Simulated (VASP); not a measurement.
# Al12Cl: single point with PBE

System: Al12Cl, a slab with vacuum.

```
CELL_PARAMETERS angstrom
5.71352 0.00000 0.00000
-2.85676 4.94805 0.00000
0.00000 0.00000 20.10138
ATOMIC_POSITIONS crystal
Al 0.33333 0.16667 0.19899
Al 0.33333 0.66667 0.19899
Al 0.83333 0.16667 0.19899
Al 0.83333 0.66667 0.19899
Al 0.16667 0.33333 0.31345
Al 0.16667 0.83333 0.31345
Al 0.66667 0.33333 0.31345
Al 0.66667 0.83333 0.31345
Al 0.00000 0.00000 0.42790
Al 0.00000 0.50000 0.42790
Al 0.50000 0.00000 0.42790
Al 0.50000 0.50000 0.42790
Cl 0.00000 0.16667 0.53449
```

| Quantity | Value |
| --- | --- |
| Program | VASP 6.6.1 |
| Task | single point |
| Functional | PBE |
| Potentials or basis | VASP PAW PBE potentials, release 64 (Al, Cl) |
| Cutoff | 520 eV |
| k mesh | 6 × 6 × 1 |
| Occupations | gaussian, width 0.1 eV |
| Spin | no spin polarisation |
| Dipole correction | yes |
| Further INCAR settings | ALGO = Normal; EDIFF = 1e-07; NBANDS = 34 |

* Largest force: 0.582 eV/Å
* Band gap on the k mesh: zero (an odd number of electrons rules out a gap without spin polarisation)

Forces on the atoms (eV/Å):
```
Al   0.075  0.005 -0.057
Al   0.013  0.050 -0.053
Al  -0.084 -0.013  0.002
Al  -0.023 -0.038 -0.090
Al   0.001  0.053  0.206
Al   0.088 -0.019 -0.076
Al  -0.009  0.045 -0.062
Al  -0.038 -0.025  0.039
Al   0.125 -0.129  0.553
Al  -0.103  0.195  0.010
Al  -0.260 -0.108 -0.253
Al   0.209  0.087 -0.206
Cl   0.007 -0.103 -0.011
```

Levels at points of the mesh, in eV from the Fermi level:
```
           k point  band 20  band 21  band 22  band 23  band 24  band 25
(0.00, 0.00, 0.00)    -2.16    -0.46    -0.32    -0.29    -0.11     0.05
(0.50, 0.00, 0.00)    -0.48    -0.24    -0.22     0.87     0.91     1.36
(0.00, 0.50, 0.00)    -0.52    -0.27    -0.19     0.87     0.92     1.39
(0.50, 0.50, 0.00)    -0.54    -0.28    -0.11     0.87     0.98     1.41
```

It took 15 min on 1 thread of Intel(R) Xeon(R) Platinum 8488C (Sapphire Rapids), on a shared host, peak memory 0.73 GiB.

Caveat: an odd number of electrons without spin polarisation forces a metal; a magnetic or distorted state may lie lower.
